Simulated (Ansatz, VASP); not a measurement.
# Y2As in VASP and in Ansatz

```
Y As
1.0
     0.00000    3.40771    3.40771
     3.40771    0.00000    3.40771
     3.40771    3.40771    0.00000
Y As
2 1
Direct
  0.25000 0.25000 0.25000
  0.75000 0.75000 0.75000
  0.00000 0.00000 0.00000
```

Alike in both runs: functional PBE; k mesh 4 × 4 × 4; occupations gaussian, width 0.1 eV; no spin polarisation.

Ansatz relaxed the structure, and its values are those at the end. VASP's run is a single point on that final structure, the one shown.

|  | VASP | Ansatz |
| --- | --- | --- |
| version | VASP 6.6.1 | Ansatz 0.2.0 |
| potentials or method | VASP PAW PBE potentials, release 64 (Y_sv, As), cutoff 520 eV | scalar-relativistic, plane waves, PAW |
| valence electrons in the cell | 27 | 37 |

```tsv
	VASP	Ansatz	Ansatz less VASP
gap on the k mesh at the Fermi level (eV)	none	none	-
pressure (GPa)	0.1	0.1	-0.02
```

A gap of «none» marks a metal or a gap that the smearing closes. VASP's potentials hold 27 valence electrons a cell and Ansatz's 37, so a difference there can come from the potentials and not from the codes.

The k mesh is coarse, so the values compare programs but aren't converged.
